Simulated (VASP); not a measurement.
# HfN (Cm) in VASP: further runs

Runs on HfN. Level: LDA. Tasks: single point.

Program: VASP 6.6.1. These are calculated values, not measurements. Logs are shortened: lines on timing, memory, paths and dates and some standing lists are left out, and cuts for length are marked.

## Step 1: The cell of the first run

It takes space group Cm (No. 8, monoclinic). The conventional cell has a = 4.468 Å, b = 4.468 Å, c = 3.159 Å, α = 90.00°, β = 135.00°, γ = 90.00°. Within 2.9 Å of Hf (site symmetry m) lie 6 N at 2.17 to 2.30 Å. N (site symmetry m) has 6 Hf at 2.17 to 2.30 Å within 2.9 Å.

## Step 2: Single point, LDA (atoms displaced along several vibrational modes)

Contents of INCAR:

```
SYSTEM = HfN
  ALGO = Normal
  EDIFF = 1E-6
  ENCUT = 520
  GGA = CA
  ISIF = 2
  ISMEAR = 0
  LASPH = .TRUE.
  LCHARG = .FALSE.
  LREAL = .FALSE.
  LWAVE = .FALSE.
  NBANDS = 14
  NELM = 100
  PREC = Accurate
  SIGMA = 0.15
```

Contents of KPOINTS:

```
k-points
0
G
  18 18 18
  0 0 0
```

Contents of POSCAR:

```
HfN
1.0
    0.0000000000      2.2339756793      2.2339756793
    2.2339756793      0.0000000000      2.2339756793
    2.2339756793      2.2339756793      0.0000000000
Hf N
1 1
Direct
   -0.0005269251      0.0015807754      0.0005269251
    0.5067144867      0.4798565399      0.4932855133
```

Potentials or basis: VASP PAW LDA potentials, release 64 (Hf_pv, N).

On the command line:

```sh
$ cat potpaw_LDA.64/Hf_pv/POTCAR potpaw_LDA.64/N/POTCAR > POTCAR
$ mpirun -np 1 vasp_std > vasp.out
```

OUTCAR:

```text
SYSTEM = HfN
   EDIFF = 1E-6
   ENCUT = 520
   GGA = CA
   ISIF = 2
   ISMEAR = 0
   LASPH = .TRUE.
   LREAL = .FALSE.
   NELM = 100
   PREC = Accurate

 ion  position               nearest neighbor table
   1  0.999  0.002  0.001-   2 2.17   2 2.20   2 2.24   2 2.24   2 2.27   2 2.30
   2  0.507  0.480  0.493-   1 2.17   1 2.20   1 2.24   1 2.24   1 2.27   1 2.30

  LATTYP: Found a face centered cubic cell.
 ALAT       =     4.4679513586

  Lattice vectors:

 A1 = (   0.0000000000,   2.2339756793,   2.2339756793)
 A2 = (   2.2339756793,   0.0000000000,   2.2339756793)
 A3 = (   2.2339756793,   2.2339756793,   0.0000000000)

Analysis of symmetry for initial positions (statically):
=====================================================================
 Subroutine PRICEL returns:
 Original cell was already a primitive cell.

 Routine SETGRP: Setting up the symmetry group for a
 face centered cubic supercell.

 Subroutine GETGRP returns: Found  2 space group operations
 (whereof  2 operations were pure point group operations)
 out of a pool of 48 trial point group operations.

The static configuration has the point symmetry C_1h.

Analysis of symmetry for dynamics (positions and initial velocities):
=====================================================================
 Subroutine PRICEL returns:
 Original cell was already a primitive cell.

 Routine SETGRP: Setting up the symmetry group for a
 face centered cubic supercell.

 Subroutine GETGRP returns: Found  2 space group operations
 (whereof  2 operations were pure point group operations)
 out of a pool of 48 trial point group operations.

The dynamic configuration has the point symmetry C_1h.

 Subroutine INISYM returns: Found  2 space group operations
 (whereof  2 operations are pure point group operations),
 and found     1 'primitive' translations

----------------------------------------------------------------------------------------

                                     Primitive cell

  volume of cell :      22.2980

  direct lattice vectors                    reciprocal lattice vectors
     0.000000000  2.233975679  2.233975679    -0.223816224  0.223816224  0.223816224
     2.233975679  0.000000000  2.233975679     0.223816224 -0.223816224  0.223816224
     2.233975679  2.233975679  0.000000000     0.223816224  0.223816224 -0.223816224

  length of vectors
     3.159318704  3.159318704  3.159318704     0.387661071  0.387661071  0.387661071

  position of ions in fractional coordinates (direct lattice)
     0.999473075  0.001580775  0.000526925
     0.506714487  0.479856540  0.493285513

  ion indices of the primitive-cell ions
   primitive index   ion index
                 1           1
                 2           2

----------------------------------------------------------------------------------------

 KPOINTS: k-points

Automatic generation of k-mesh.
 Grid dimensions read from file:
 generate k-points for:   18   18   18

 Generating k-lattice:

  Cartesian coordinates                     Fractional coordinates (reciprocal lattice)
    -0.012434235  0.012434235  0.012434235     0.055555556  0.000000000  0.000000000
     0.012434235 -0.012434235  0.012434235     0.000000000  0.055555556  0.000000000
     0.012434235  0.012434235 -0.012434235     0.000000000  0.000000000  0.055555556

  Length of vectors
     0.021536726  0.021536726  0.021536726

  Shift w.r.t. Gamma in fractional coordinates (k-lattice)
     0.000000000  0.000000000  0.000000000

 Subroutine IBZKPT returns following result:
 ===========================================

 Found   1550 irreducible k-points:

 Following reciprocal coordinates:
            Coordinates               Weight
  0.000000  0.000000  0.000000      1.000000
  0.055556  0.000000  0.000000      4.000000
  0.000000  0.055556  0.000000      4.000000
  0.111111  0.000000  0.000000      4.000000
  0.000000  0.111111  0.000000      4.000000
  0.166667  0.000000  0.000000      4.000000
[... 16 lines left out ...]
  0.111111  0.055556  0.000000      4.000000
  0.000000  0.111111  0.055556      4.000000
 [... further k-points ...]
   k-points           NKPTS =   1550   k-points in BZ     NKDIM =   1550   number of bands    NBANDS=     14
   number of dos      NEDOS =    301   number of ions     NIONS =      2
   total plane-waves  NPLWV =  13824
   dimension x,y,z NGX =    24 NGY =   24 NGZ =   24
   dimension x,y,z NGXF=    48 NGYF=   48 NGZF=   48
   ions per type =               1   1
   NGX,Y,Z   is equivalent  to a cutoff of  12.63, 12.63, 12.63 a.u.
   NGXF,Y,Z  is equivalent  to a cutoff of  25.26, 25.26, 25.26 a.u.
 SYSTEM =  HfN
   PREC   = accura    normal or accurate (medium, high low for compatibility)
   ISTART =      0    job   : 0-new  1-cont  2-samecut
   ICHARG =      2    charge: 1-file 2-atom 10-const
   ISPIN  =      1    spin polarized calculation?
   LNONCOLLINEAR =      F non collinear calculations
   LSORBIT =      F    spin-orbit coupling
   LASPH  =      T    aspherical Exc in radial PAW
   ENCUT  =  520.0 eV  38.22 Ry    6.18 a.u.   5.87  5.87  5.87*2*pi/ulx,y,z
   NELM   =    100;   NELMIN=  2; NELMDL= -5     # of ELM steps
   EDIFF  = 0.1E-05   stopping-criterion for ELM
   LREAL  =      F    real-space projection
   EDIFFG = 0.1E-04   stopping-criterion for IOM
   NSW    =      0    number of steps for IOM
   IBRION =     -1    ionic relax: 0-MD 1-quasi-New 2-CG
   NFREE  =      0    steps in history (QN), initial steepest desc. (CG)
   ISIF   =      2    stress and relaxation
   ISYM   =      2    0-nonsym 1-usesym 2-fastsym
   POTIM  = 0.5000    time-step for ionic-motion
   TEBEG  =    0.0;   TEEND  =   0.0 temperature during run
   PSTRESS=    0.0 pullay stress
   NELECT =      15.0000    total number of electrons
   NUPDOWN=      -1.0000    fix difference up-down
   EMIN   =  10.00;   EMAX   =-10.00  energy-range for DOS
   EFERMI =   0.00;   METHOD = LEGACY
   ISMEAR =     0;   SIGMA  =   0.15  broadening in eV -4-tet -1-fermi 0-gaus
   EFERMI_NEDOS =   21; number of points for ismear=-14 and -15
   IALGO  =     38    algorithm
   IMIX   =      4    mixing-type and parameters
     AMIX     =   0.40;   BMIX     =  1.00
     AMIX_MAG =   1.60;   BMIX_MAG =  1.00
  volume/ion in A,a.u.               =      11.15        75.24
  Fermi-wavevector in a.u.,A,eV,Ry     =   1.434444  2.710705 27.995735  2.057628
  Thomas-Fermi vector in A             =   2.553851
   LORBIT       =      0    0 simple, 1 ext, 2 COOP (PROOUT), +10 PAW based schemes
   GGA     = CA    functional components
   LHFCALC =     F    Hartree Fock is set to
   AEXX    =    0.0000 exact exchange contribution
   IVDW    =     0    specifies the selected vdW correction
   LEPSILON=     F    determine dielectric tensor
   LRPA    =     F    only Hartree local field effects (RPA)
 non-spin polarized calculation
 Gauss-broadening in eV      SIGMA  =   0.15
  energy-cutoff  :      520.00
  volume of cell :       22.30
 maximum number of plane-waves:       620
   NGX = 11   NGY = 11   NGZ = 11

 number of electron      14.9999999 magnetization

 Free energy of the ion-electron system (eV)
  ---------------------------------------------------
  ext. energy  EPLUGINS =         0.00000000
  ---------------------------------------------------
  free energy    TOTEN  =       -23.83869880 eV

  energy without entropy =      -23.83173504  energy(sigma->0) =      -23.83521692

 E-fermi :   8.4868     XC(G=0): -13.1508

 val. band max:        8.4865631186   @ k =   0.2222   0.1111  -0.2222
 cond. band min:       8.4873435477   @ k =   0.3889   0.2222  -0.2222
 fundamental gap:      0.0007804291
 Fermi energy:         8.4867788239

 k-point     1 :       0.0000    0.0000    0.0000
  band No.  band energies     occupation
      1     -22.3052      2.00000
      2     -22.2987      2.00000
      3     -22.2971      2.00000
      4      -8.9281      2.00000
      5       5.4072      2.00000
      6       5.4174      2.00000
      7       5.4411      2.00000
      8       8.0924      1.99980
      9       8.1989      1.99335
     10       8.2037      1.99239
     11      10.5137      0.00000
     12      10.5991      0.00000
     13      10.8055      0.00000
     14      18.2160      0.00000

 k-point     2 :       0.0556    0.0000    0.0000
  band No.  band energies     occupation
      1     -22.3377      2.00000
      2     -22.3062      2.00000
      3     -22.3008      2.00000
      4      -8.8489      2.00000
      5       5.0068      2.00000
      6       5.2348      2.00000
      7       5.3478      2.00000
      8       8.1276      1.99929
      9       8.2686      1.96035
     10       8.3530      1.79290
     11      10.7796      0.00000
     12      10.8522      0.00000
     13      11.0426      0.00000
     14      18.4690      0.00000

 k-point     3 :       0.0000    0.0556    0.0000
  band No.  band energies     occupation
      1     -22.3394      2.00000
      2     -22.3042      2.00000
      3     -22.3010      2.00000
      4      -8.8491      2.00000
      5       5.0440      2.00000
      6       5.2377      2.00000
      7       5.2943      2.00000
      8       8.1766      1.99655
      9       8.2565      1.97007
     10       8.3376      1.84035
     11      10.7775      0.00000
     12      10.8520      0.00000
     13      11.0366      0.00000
     14      18.4697      0.00000
[... 324 lines left out ...]
 k-point    23 :       0.1111    0.0556    0.0000
  band No.  band energies     occupation
      1     -22.4145      2.00000
      2     -22.3262      2.00000
      3     -22.3150      2.00000
      4      -8.6489      2.00000
      5       4.1592      2.00000
      6       4.9503      2.00000
      7       5.1000      2.00000
      8       7.9031      2.00000
      9       8.7113      0.03424
     10       8.7985      0.00329
     11      10.9375      0.00000
     12      11.1103      0.00000
     13      12.2423      0.00000
     14      19.1088      0.00000

 k-point    24 :       0.0000    0.1111    0.0556
  band No.  band energies     occupation
      1     -22.4188      2.00000
      2     -22.3222      2.00000
      3     -22.3145      2.00000
      4      -8.6488      2.00000
      5       4.1878      2.00000
      6       4.9500      2.00000
      7       5.0381      2.00000
      8       7.8957      2.00000
      9       8.7819      0.00540
     10       8.8196      0.00170
     11      10.8883      0.00000
     12      11.0959      0.00000
     13      12.2565      0.00000
     14      19.1106      0.00000

 [... further k-points ...]

------------------------ aborting loop because EDIFF is reached ----------------------------------------

  FORCE on cell =-STRESS in cart. coord.  units (eV):
  Direction    XX          YY          ZZ          XY          YZ          ZX
  --------------------------------------------------------------------------------------
  -------------------------------------------------------------------------------------
  Total        0.0860244     -0.1586767     -0.0976462      0.0000000      0.0000000     -0.0218835
  in kB        6.1811174    -11.4014061     -7.0161792      0.0000000      0.0000000     -1.5723995
  external PRESSURE =      -4.0788226 kB  Pullay stress =       0.0000000 kB

 VOLUME and BASIS-vectors are now :
 -----------------------------------------------------------------------------
  energy-cutoff  :      520.00
  volume of cell :       22.30
      direct lattice vectors                 reciprocal lattice vectors
     0.000000000  2.233975679  2.233975679    -0.223816224  0.223816224  0.223816224
     2.233975679  0.000000000  2.233975679     0.223816224 -0.223816224  0.223816224
     2.233975679  2.233975679  0.000000000     0.223816224  0.223816224 -0.223816224

 POSITION                                       TOTAL-FORCE (eV/Angst)
 -----------------------------------------------------------------------------------
      0.00471      2.23398      2.23633        -0.829373      0.000000     -0.411663
      2.17398      2.23398      2.20398         0.829373      0.000000      0.411663
 -----------------------------------------------------------------------------------
    total drift:                                0.000177     -0.000000      0.000050

  FREE ENERGIE OF THE ION-ELECTRON SYSTEM (eV)
  ---------------------------------------------------
  free  energy   TOTEN  =       -23.8386987967 eV

  energy  without entropy=      -23.8317350361  energy(sigma->0) =      -23.83521692
```

Wall time 1.8 min (1 thread of Intel Xeon 6975P-C (Granite Rapids), shared host); peak memory 0.57 GiB.

Results:

| Item | Value |
| --- | --- |
| Free energy | -23.8387 eV |
| Pressure | -0.4 GPa |
| Largest force | 0.926 eV/Å |
| Band gap on the k mesh | zero (an odd number of electrons rules out a gap without spin polarisation) |

Forces on the atoms (eV/Å):
```
Hf  -0.829  0.000 -0.412
N    0.829  0.000  0.412
```

Levels at points of the mesh, in eV from the Fermi level:
```csv
k point,band 5,band 6,band 7,band 8,band 9,band 10,band 11,band 12
"(0.00, 0.00, 0.00)",-3.08,-3.07,-3.05,-0.39,-0.29,-0.28,2.03,2.11
"(0.50, 0.00, 0.00)",-9.02,-6.30,-6.28,3.43,3.79,3.85,4.74,9.12
"(0.00, 0.50, 0.00)",-9.01,-6.32,-6.31,3.42,3.83,3.86,4.78,9.16
"(0.50, 0.50, 0.00)",-5.26,-4.31,-3.62,-3.24,4.27,5.77,5.77,6.05
"(0.00, 0.50, 0.50)",-5.25,-4.09,-3.61,-3.47,4.26,5.77,5.77,6.04
"(0.50, 0.00, 0.50)",-5.27,-4.36,-3.62,-3.18,4.27,5.77,5.77,6.05
```

Caveat: the cell differs from its parent crystal (atoms displaced along several vibrational modes); spin-orbit coupling is left out, which moves the levels of the heavy elements; an odd number of electrons without spin polarisation forces a metal; a magnetic or distorted state may lie lower.

(Continued in part 2 of 2.)
